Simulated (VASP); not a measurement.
The system is B3P4Ir.

```
CELL_PARAMETERS angstrom
4.77871 0.00000 0.00000
0.00000 4.77871 0.00000
0.00000 0.00000 4.77871
ATOMIC_POSITIONS crystal
B 0.00000 0.50000 0.50000
B 0.50000 0.50000 0.00000
B 0.50000 0.00000 0.50000
P 0.25268 0.74732 0.74732
P 0.74732 0.74732 0.25268
P 0.74732 0.25268 0.74732
P 0.25268 0.25268 0.25268
Ir 0.00000 0.00000 0.00000
```

```yaml
Program: VASP 6.6.1
Task: relaxation of cell and atoms
Functional: PBE
Potentials_or_basis: VASP PAW PBE potentials, release 64 (B, P, Ir)
Cutoff: 600 eV
k_mesh: 4 × 4 × 4
Occupations: gaussian, width 0.1 eV
Spin: no spin polarisation
```

At the start: pressure 7.1 GPa; volume 13.64 Å³/atom.

How do energy, volume and symmetry change on relaxing?

Over 8 steps the energy falls by 136.5 meV/atom and the volume is 13.46 Å³/atom (-1.4 %); space group P-43m (No. 215, to 0.05 Å).

Step by step:
| step | energy change (eV) | largest force (eV/Å) | pressure (GPa) | volume (Å³) |
| --- | --- | --- | --- | --- |
| 1 | 0.0000 | 4.5574 | 7.12 | 109.13 |
| 2 | -0.0555 | 2.2893 | -14.90 | 118.98 |
| 3 | -0.9441 | 0.3477 | -6.44 | 113.62 |
| 4 | -0.9447 | 0.4109 | -6.23 | 113.53 |
| 5 | -1.0854 | 0.0008 | 1.71 | 106.43 |
| 6 | -1.0914 | 0.0775 | 0.26 | 107.56 |
| 7 | -1.0917 | 0.0468 | -0.14 | 107.69 |
| 8 | -1.0918 | 0.0008 | 0.01 | 107.64 |

Final structure:
```yaml
crystal:
  lattice:
    - [4.75692, 0.00000, 0.00000]
    - [0.00000, 4.75692, 0.00000]
    - [0.00000, 0.00000, 4.75692]
  atoms:
    - { symbol: B, position: [0.00000, 0.50000, 0.50000] }
    - { symbol: B, position: [0.50000, 0.50000, 0.00000] }
    - { symbol: B, position: [0.50000, 0.00000, 0.50000] }
    - { symbol: P, position: [0.26899, 0.73101, 0.73101] }
    - { symbol: P, position: [0.73101, 0.73101, 0.26899] }
    - { symbol: P, position: [0.73101, 0.26899, 0.73101] }
    - { symbol: P, position: [0.26899, 0.26899, 0.26899] }
    - { symbol: Ir, position: [0.00000, 0.00000, 0.00000] }
```
